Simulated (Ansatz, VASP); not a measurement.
# Ti: VASP beside Ansatz

INCAR

```
PREC = Accurate ; ENCUT = 600
EDIFF = 1E-7 ; ISMEAR = -1
SIGMA = 0.15 ; LREAL = False
LASPH = True ; NELM = 80
ALGO = Normal ; ISIF = 3
LWAVE = False ; LCHARG = False
GGA = PE ; IBRION = 2
NSW = 80 ; EDIFFG = -0.001
```

KPOINTS

```
regular mesh
0
Gamma
  20 20 20
```

POSCAR

```
Ti
1.0
    0.0000000000      2.0560175228      2.0560175228
    2.0560175228      0.0000000000      2.0560175228
    2.0560175228      2.0560175228      0.0000000000
Ti
1
Direct
    0.0000000000      0.0000000000      0.0000000000
```

Input for Ansatz:

```yaml
crystal:
  lattice:
    - [0.0, 2.0560175228, 2.0560175228]
    - [2.0560175228, 0.0, 2.0560175228]
    - [2.0560175228, 2.0560175228, 0.0]
  atoms:
    - { symbol: Ti, position: [0.0, 0.0, 0.0] }
basis:
  ecutwfc: 420
kpoints:
  mp_grid: { grid: [20, 20, 20] }
hamiltonian:
  xc: pbe
scf:
  occupations: { method: fermi_dirac, width: 0.15 }
output:
  forces: true
  stress: true
  eigenvalues: true
relax:
  adjacent_minimum: "off"
  f_tol: 0.001
  max_steps: 60
  cell: { stress_tol: 0.01 }
```

Alike in both runs: task relaxation of cell and atoms; functional PBE; k mesh 20 × 20 × 20; occupations fermi-dirac, width 0.15 eV; no spin polarisation.

|  | VASP | Ansatz |
| --- | --- | --- |
| version | VASP 6.6.1 | Ansatz 0.2.0 |
| potentials or method | VASP PAW PBE potentials, release 64 (Ti_sv), cutoff 600 eV | scalar-relativistic, plane waves, PAW |
| valence electrons in the cell | 12 | 12 |

Ansatz gave:

| Quantity | Value |
| --- | --- |
| gap on the k mesh at the Fermi level, each at its own relaxed structure (eV) | none |
| relaxed volume (Å³/atom) | 17.49 |
| relaxed cell length with the largest relative difference (Å) | 2.913 |

Problem. Estimate VASP's values.

Solution. gap on the k mesh at the Fermi level, each at its own relaxed structure (eV): none; relaxed volume (Å³/atom): 17.44; relaxed cell length with the largest relative difference (Å): 2.911.

A gap of «none» marks a metal or a gap that the smearing closes.
